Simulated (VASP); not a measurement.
# BN: single point with r2SCAN

Crystal: BN.

```xyz
8
Lattice="-2.5440 0.0000 0.0000 0.0000 0.0000 -4.2077 0.0000 -4.4063 0.0000" Properties=species:S:1:pos:R:3 pbc="T T T"
B     0.0000   -1.4688   -0.0008
B    -1.2720   -3.6719   -0.0008
B    -1.2720   -0.7344   -2.1047
B     0.0000   -2.9375   -2.1047
N     0.0000   -1.4688   -1.5771
N    -1.2720   -3.6719   -1.5771
N    -1.2720   -0.7344   -3.6809
N     0.0000   -2.9375   -3.6809
```

- Program: VASP 6.6.1
- Task: single point
- Functional: r2SCAN
- Potentials or basis: VASP PAW PBE potentials, release 64 (B, N)
- Cutoff: 660 eV
- k mesh: 10 × 6 × 6
- Occupations: gaussian, width 0.05 eV
- Spin: no spin polarisation

The pressure is 1.2 GPa. The largest force is 0.003 eV/Å and the band gap on the k mesh is 5.77 eV.

Forces in eV/Å, atoms in the order of the input:
```
B    0.000  0.000 -0.003
B    0.000  0.000 -0.003
B    0.000  0.000 -0.003
B    0.000  0.000 -0.003
N    0.000  0.000  0.003
N    0.000  0.000  0.003
N    0.000  0.000  0.003
N    0.000  0.000  0.003
```

Levels at points of the mesh, in eV from the valence-band top:
```
           k point  band 14  band 15  band 16  band 17  band 18  band 19
(0.00, 0.00, 0.00)    -0.27     0.00     0.00     7.30     8.60     9.08
(0.50, 0.00, 0.00)    -4.31    -3.88    -3.88     6.86     6.86    11.95
(0.00, 0.50, 0.00)    -1.22    -1.22    -1.22     7.20     7.20    10.25
(0.50, 0.50, 0.00)    -3.41    -3.41    -3.41     9.40     9.40     9.40
(0.00, 0.00, 0.50)    -1.66    -1.19    -1.19     7.93     7.93    10.13
(0.50, 0.00, 0.50)    -4.53    -2.20    -2.20     7.30     7.30     8.60
(0.00, 0.50, 0.50)    -2.78    -2.78    -2.78     8.57     8.57     8.57
(0.50, 0.50, 0.50)    -3.73    -3.73    -3.73     7.20     7.20     7.20
```

Run time: 14 min on 1 thread of Oxide Virtual Turin-like Processor (shared host), peak memory 0.23 GiB.

Caveat: the PAW data sets were made with another functional, which shifts forces and pressure a little. A k mesh can miss the band edges.
